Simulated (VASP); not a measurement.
# Ni (Fm-3m) in VASP: settings compared

The runs below take Ni through single point, with PBE, LDA.

Program: VASP 6.6.1. These are calculated values, not measurements. Logs are shortened: lines on timing, memory, paths and dates and some standing lists are left out, and cuts for length are marked.

**1. The cell of the first run**

The structure is cubic, space group Fm-3m (No. 225). Conventional cell: a = 3.475 Å, b = 3.475 Å, c = 3.475 Å, α = 90.00°, β = 90.00°, γ = 90.00°. Ni (site symmetry m-3m) has 12 Ni at 2.46 Å within 3.2 Å.

**2. Single point, PBE, collinear spin, ferromagnetic start**

File INCAR:

```
  PREC = Accurate
  ENCUT = 520
  EDIFF = 1E-6
  ISMEAR = 0
  SIGMA = 0.015
  LREAL = F
  LASPH = T
  NELM = 150
  ALGO = Normal
  ISIF = 2
  LWAVE = F
  LCHARG = F
  ISPIN = 2
  MAGMOM = 1
  LORBIT = 11
  LMAXMIX = 4
  GGA = PE
  NBANDS = 15
```

File KPOINTS:

```
Automatic mesh
0
Gamma
  13 13 13
```

File POSCAR:

```
Ni
1.0
    0.0000000000      1.7375729330      1.7375729330
    1.7375729330      0.0000000000      1.7375729330
    1.7375729330      1.7375729330      0.0000000000
Ni
1
Direct
    0.0000000000      0.0000000000      0.0000000000
```

Potentials or basis: VASP PAW PBE potentials, release 64 (Ni).

Started as:

```bash
> cat potpaw_PBE.64/Ni/POTCAR > POTCAR
> mpirun -np 1 vasp_std > vasp.out
```

OUTCAR:

```text
PREC = Accurate
   ENCUT = 520
   EDIFF = 1E-6
   ISMEAR = 0
   LREAL = F
   LASPH = T
   NELM = 150
   ISIF = 2
   ISPIN = 2
   LORBIT = 11
   GGA = PE

 ion  position               nearest neighbor table
   1  0.000  0.000  0.000-

  LATTYP: Found a face centered cubic cell.
 ALAT       =     3.4751458660

  Lattice vectors:

 A1 = (   0.0000000000,   1.7375729330,   1.7375729330)
 A2 = (   1.7375729330,   0.0000000000,   1.7375729330)
 A3 = (   1.7375729330,   1.7375729330,   0.0000000000)

Analysis of symmetry for initial positions (statically):
=====================================================================
 Subroutine PRICEL returns:
 Original cell was already a primitive cell.

 Routine SETGRP: Setting up the symmetry group for a
 face centered cubic supercell.

 Subroutine GETGRP returns: Found 48 space group operations
 (whereof 48 operations were pure point group operations)
 out of a pool of 48 trial point group operations.

The static configuration has the point symmetry O_h .

Analysis of symmetry for dynamics (positions and initial velocities):
=====================================================================
 Subroutine PRICEL returns:
 Original cell was already a primitive cell.

 Routine SETGRP: Setting up the symmetry group for a
 face centered cubic supercell.

 Subroutine GETGRP returns: Found 48 space group operations
 (whereof 48 operations were pure point group operations)
 out of a pool of 48 trial point group operations.

The dynamic configuration has the point symmetry O_h .

Analysis of structural, dynamic, and magnetic symmetry:
=====================================================================
 Subroutine PRICEL returns:
 Original cell was already a primitive cell.

 Routine SETGRP: Setting up the symmetry group for a
 face centered cubic supercell.

 Subroutine GETGRP returns: Found 48 space group operations
 (whereof 48 operations were pure point group operations)
 out of a pool of 48 trial point group operations.

The overall configuration has the point symmetry O_h .

 Subroutine INISYM returns: Found 48 space group operations
 (whereof 48 operations are pure point group operations),
 and found     1 'primitive' translations

----------------------------------------------------------------------------------------

                                     Primitive cell

  volume of cell :      10.4920

  direct lattice vectors                    reciprocal lattice vectors
     0.000000000  1.737572933  1.737572933    -0.287757705  0.287757705  0.287757705
     1.737572933  0.000000000  1.737572933     0.287757705 -0.287757705  0.287757705
     1.737572933  1.737572933  0.000000000     0.287757705  0.287757705 -0.287757705

  length of vectors
     2.457299207  2.457299207  2.457299207     0.498410966  0.498410966  0.498410966

  position of ions in fractional coordinates (direct lattice)
     0.000000000  0.000000000  0.000000000

  ion indices of the primitive-cell ions
   primitive index   ion index
                 1           1

----------------------------------------------------------------------------------------

 KPOINTS: Automatic mesh

Automatic generation of k-mesh.
 Grid dimensions read from file:
 generate k-points for:   13   13   13

 Generating k-lattice:

  Cartesian coordinates                     Fractional coordinates (reciprocal lattice)
    -0.022135208  0.022135208  0.022135208     0.076923077  0.000000000  0.000000000
     0.022135208 -0.022135208  0.022135208     0.000000000  0.076923077  0.000000000
     0.022135208  0.022135208 -0.022135208     0.000000000  0.000000000  0.076923077

  Length of vectors
     0.038339305  0.038339305  0.038339305

  Shift w.r.t. Gamma in fractional coordinates (k-lattice)
     0.000000000  0.000000000  0.000000000

 Subroutine IBZKPT returns following result:
 ===========================================

 Found     84 irreducible k-points:

 Following reciprocal coordinates:
            Coordinates               Weight
  0.000000  0.000000  0.000000      1.000000
  0.076923  0.000000  0.000000      8.000000
  0.153846  0.000000  0.000000      8.000000
  0.230769  0.000000  0.000000      8.000000
  0.307692  0.000000  0.000000      8.000000
  0.384615  0.000000  0.000000      8.000000
[... 16 lines left out ...]
  0.384615  0.153846  0.000000     24.000000
  0.461538  0.153846  0.000000     24.000000
 [... further k-points ...]
   k-points           NKPTS =     84   k-points in BZ     NKDIM =     84   number of bands    NBANDS=     15
   number of dos      NEDOS =    301   number of ions     NIONS =      1
   total plane-waves  NPLWV =   5832
   dimension x,y,z NGX =    18 NGY =   18 NGZ =   18
   dimension x,y,z NGXF=    36 NGYF=   36 NGZF=   36
   ions per type =               1
   NGX,Y,Z   is equivalent  to a cutoff of  12.18, 12.18, 12.18 a.u.
   NGXF,Y,Z  is equivalent  to a cutoff of  24.36, 24.36, 24.36 a.u.
 SYSTEM =  unknown system
   PREC   = accura    normal or accurate (medium, high low for compatibility)
   ISTART =      0    job   : 0-new  1-cont  2-samecut
   ICHARG =      2    charge: 1-file 2-atom 10-const
   ISPIN  =      2    spin polarized calculation?
   LNONCOLLINEAR =      F non collinear calculations
   LSORBIT =      F    spin-orbit coupling
   LASPH  =      T    aspherical Exc in radial PAW
   ENCUT  =  520.0 eV  38.22 Ry    6.18 a.u.   4.57  4.57  4.57*2*pi/ulx,y,z
   NELM   =    150;   NELMIN=  2; NELMDL= -5     # of ELM steps
   EDIFF  = 0.1E-05   stopping-criterion for ELM
   LREAL  =      F    real-space projection
   EDIFFG = 0.1E-04   stopping-criterion for IOM
   NSW    =      0    number of steps for IOM
   IBRION =     -1    ionic relax: 0-MD 1-quasi-New 2-CG
   NFREE  =      0    steps in history (QN), initial steepest desc. (CG)
   ISIF   =      2    stress and relaxation
   ISYM   =      2    0-nonsym 1-usesym 2-fastsym
   POTIM  = 0.5000    time-step for ionic-motion
   TEBEG  =    0.0;   TEEND  =   0.0 temperature during run
   PSTRESS=    0.0 pullay stress
   NELECT =      10.0000    total number of electrons
   NUPDOWN=      -1.0000    fix difference up-down
   EMIN   =  10.00;   EMAX   =-10.00  energy-range for DOS
   EFERMI =   0.00;   METHOD = LEGACY
   ISMEAR =     0;   SIGMA  =   0.01  broadening in eV -4-tet -1-fermi 0-gaus
   EFERMI_NEDOS =   21; number of points for ismear=-14 and -15
   IALGO  =     38    algorithm
   IMIX   =      4    mixing-type and parameters
     AMIX     =   0.40;   BMIX     =  1.00
     AMIX_MAG =   1.60;   BMIX_MAG =  1.00
  volume/ion in A,a.u.               =      10.49        70.80
  Fermi-wavevector in a.u.,A,eV,Ry     =   1.611097  3.044533 35.315755  2.595635
  Thomas-Fermi vector in A             =   2.706542
   LORBIT       =     11    0 simple, 1 ext, 2 COOP (PROOUT), +10 PAW based schemes
   GGA     = PE    functional components
   LHFCALC =     F    Hartree Fock is set to
   AEXX    =    0.0000 exact exchange contribution
   IVDW    =     0    specifies the selected vdW correction
   LEPSILON=     F    determine dielectric tensor
   LRPA    =     F    only Hartree local field effects (RPA)
 spin polarized calculation
 Gauss-broadening in eV      SIGMA  =   0.01
  energy-cutoff  :      520.00
  volume of cell :       10.49
 maximum number of plane-waves:       296
   NGX =  9   NGY =  9   NGZ =  9

 number of electron      10.0000000 magnetization       1.0000000

 number of electron       9.9999998 magnetization       0.6221836

 Free energy of the ion-electron system (eV)
  ---------------------------------------------------
  ext. energy  EPLUGINS =         0.00000000
  ---------------------------------------------------
  free energy    TOTEN  =        -5.46440610 eV

  energy without entropy =       -5.46419517  energy(sigma->0) =       -5.46430064

 E-fermi :   9.9211     XC(G=0): -13.4713

 val. band max:        9.9209116914   @ k =  -0.3846   0.3077   0.0000
 cond. band min:       9.9304671157   @ k =  -0.3846   0.0769   0.0000
 fundamental gap:      0.0095554243
 Fermi energy:         9.9210568218

 spin component 1

 k-point     1 :       0.0000    0.0000    0.0000
  band No.  band energies     occupation
      1       0.6313      1.00000
      2       7.3687      1.00000
      3       7.3687      1.00000
      4       7.3687      1.00000
      5       8.6159      1.00000
      6       8.6159      1.00000
      7      33.9257      0.00000
      8      38.0784      0.00000
      9      38.0784      0.00000
     10      38.0784      0.00000
     11      41.1393      0.00000
     12      41.1393      0.00000
     13      41.1393      0.00000
     14      44.0145      0.00000
     15      50.7359      0.00000
[... 397 lines left out ...]
 k-point    24 :       0.4615    0.1538    0.0000
  band No.  band energies     occupation
      1       5.2221      1.00000
      2       6.9561      1.00000
      3       7.3936      1.00000
      4       7.8011      1.00000
      5       9.3326      1.00000
      6      10.7718      0.00000
      7      18.0528      0.00000
      8      29.0983      0.00000
      9      30.8742      0.00000
     10      33.0359      0.00000
     11      43.1483      0.00000
     12      43.4428      0.00000
     13      46.5475      0.00000
     14      49.8244      0.00000
     15      56.0233      0.00000

 [... further k-points ...]

 spin component 2

 k-point     1 :       0.0000    0.0000    0.0000
  band No.  band energies     occupation
      1       0.6042      1.00000
      2       8.1213      1.00000
      3       8.1213      1.00000
      4       8.1213      1.00000
      5       9.1855      1.00000
      6       9.1856      1.00000
      7      33.7807      0.00000
      8      38.0569      0.00000
      9      38.0569      0.00000
     10      38.0569      0.00000
     11      41.2522      0.00000
     12      41.2522      0.00000
     13      41.2522      0.00000
     14      43.8988      0.00000
     15      50.9530      0.00000
[... 397 lines left out ...]
 k-point    24 :       0.4615    0.1538    0.0000
  band No.  band energies     occupation
      1       5.5886      1.00000
      2       7.3704      1.00000
      3       7.9930      1.00000
      4       8.4291      1.00000
      5      10.0775      0.00000
      6      11.2350      0.00000
      7      18.3253      0.00000
      8      29.1310      0.00000
      9      30.9539      0.00000
     10      33.0937      0.00000
     11      43.1318      0.00000
     12      43.4748      0.00000
     13      46.6037      0.00000
     14      50.0399      0.00000
     15      57.3782      0.00000

 [... further k-points ...]
[... 5 lines left out ...]
  --------------------------------------------------------------------------------------
  -------------------------------------------------------------------------------------
  Total        0.5061235      0.5061235      0.5061235     -0.0000000      0.0000000     -0.0000000
  in kB       77.2872704     77.2872704     77.2872704     -0.0000000      0.0000000     -0.0000000
  external PRESSURE =      77.2872704 kB  Pullay stress =       0.0000000 kB

 VOLUME and BASIS-vectors are now :
 -----------------------------------------------------------------------------
  energy-cutoff  :      520.00
  volume of cell :       10.49
      direct lattice vectors                 reciprocal lattice vectors
     0.000000000  1.737572933  1.737572933    -0.287757705  0.287757705  0.287757705
     1.737572933  0.000000000  1.737572933     0.287757705 -0.287757705  0.287757705
     1.737572933  1.737572933  0.000000000     0.287757705  0.287757705 -0.287757705

 POSITION                                       TOTAL-FORCE (eV/Angst)
 -----------------------------------------------------------------------------------
      0.00000      0.00000      0.00000        -0.000000      0.000000      0.000000
 -----------------------------------------------------------------------------------
    total drift:                                0.000000     -0.000000     -0.000000

  FREE ENERGIE OF THE ION-ELECTRON SYSTEM (eV)
  ---------------------------------------------------
  free  energy   TOTEN  =        -5.4644061043 eV

  energy  without entropy=       -5.4641951677  energy(sigma->0) =       -5.46430064

 total charge

# of ion       s       p       d       tot
------------------------------------------
    1        0.513   0.531   8.332   9.377

 magnetization (x)

# of ion       s       p       d       tot
------------------------------------------
    1       -0.005  -0.024   0.659   0.630
```

Wall time 15 s (1 thread of Intel Xeon Platinum 8488C (Sapphire Rapids), shared host); peak memory 0.13 GiB.

What came out:

```yaml
Free_energy: -5.4644 eV
Pressure: 7.7 GPa
Net_moment: 0.62 μB per cell
Site_moments: Ni +0.63 μB
Valence_electrons_inside_the_program's_atomic_spheres: Ni 9.38
```

(Part 1 of 2 ends here.)
